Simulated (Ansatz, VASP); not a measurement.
# InP: VASP beside Ansatz

Contents of INCAR:

```
PREC = Accurate
ENCUT = 520
EDIFF = 1E-6
ISMEAR = 0
SIGMA = 0.05
LREAL = F
LASPH = T
NELM = 100
ALGO = Normal
ISIF = 2
LWAVE = F
LCHARG = F
GGA = RE
IVDW = 13
NBANDS = 16
```

Contents of KPOINTS:

```
regular mesh
0
Gamma
  8 8 8
```

POSCAR

```
InP
1.0
    0.0000000000      2.9305005221      2.9305005221
    2.9305005221      0.0000000000      2.9305005221
    2.9305005221      2.9305005221      0.0000000000
In P
1 1
Direct
    0.0000000000      0.0000000000      0.0000000000
    0.7500000000      0.7500000000      0.7500000000
```

Input for Ansatz:

```yaml
crystal:
  lattice:
    - [0.0, 2.9305005221, 2.9305005221]
    - [2.9305005221, 0.0, 2.9305005221]
    - [2.9305005221, 2.9305005221, 0.0]
  atoms:
    - { symbol: In, position: [0.0, 0.0, 0.0] }
    - { symbol: P, position: [0.75, 0.75, 0.75] }
basis:
  ecutwfc: 420
  ecutrho_ratio: 4
kpoints:
  mp_grid: { grid: [8, 8, 8] }
hamiltonian:
  xc: revpbe
  dispersion: d4
scf:
  occupations: { method: gaussian, width: 0.05 }
output:
  forces: true
  stress: true
  eigenvalues: true
```

Alike in both runs: task single point; functional revPBE; dispersion D4; k mesh 8 × 8 × 8; occupations gaussian, width 0.05 eV; no spin polarisation.

```csv
,VASP,Ansatz
version,VASP 6.6.1,Ansatz 0.2.0
potentials or method,"VASP PAW PBE potentials, release 64 (In_d, P), cutoff 520 eV","scalar-relativistic, plane waves, PAW"
valence electrons in the cell,18,18
```

Ansatz gave:

| Quantity | Value |
| --- | --- |
| gap on the k mesh at the Fermi level (eV) | 0.82 |
| least direct gap on the mesh (eV) | 0.82 |
| pressure (GPa) | 0.7 |

What did VASP give for the same quantities?

gap on the k mesh at the Fermi level (eV): 0.81; least direct gap on the mesh (eV): 0.81; pressure (GPa): 0.7.

VASP's potentials were made for PBE, not for revPBE.
